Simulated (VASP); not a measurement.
Input of a VASP 6.6.1 run:

File INCAR:

```
PREC = Accurate
ENCUT = 520
EDIFF = 1E-7
ISMEAR = -1
SIGMA = 0.1
LREAL = F
LASPH = T
NELM = 150
ALGO = Normal
ISIF = 2
LWAVE = F
LCHARG = F
ISPIN = 2
MAGMOM = 2 1
LORBIT = 11
LMAXMIX = 4
GGA = PS
NBANDS = 22
```

KPOINTS

```
regular mesh
0
Gamma
  7 7 7
```

File POSCAR:

```
InPd
1.0
    3.2718850000      0.0000000000      0.0000000000
    0.0000000000      3.2718850000      0.0000000000
    0.0000000000      0.0000000000      3.2718850000
In Pd
1 1
Direct
    0.0000000000      0.0000000000      0.0000000000
    0.5000000000      0.5000000000      0.5000000000
```

Potentials or basis: VASP PAW PBE potentials, release 64 (In_d, Pd).

Run with:

```bash
$ cat potpaw_PBE.64/In_d/POTCAR potpaw_PBE.64/Pd/POTCAR > POTCAR
$ mpirun -np 1 vasp_std > vasp.out
```

(1) Estimate the pressure.

(2) Estimate the net moment.

## Answers

(1) -2.7 GPa.

(2) 0.00 μB per cell.

Caveat: the PAW data sets were made with another functional, which shifts forces and pressure a little.
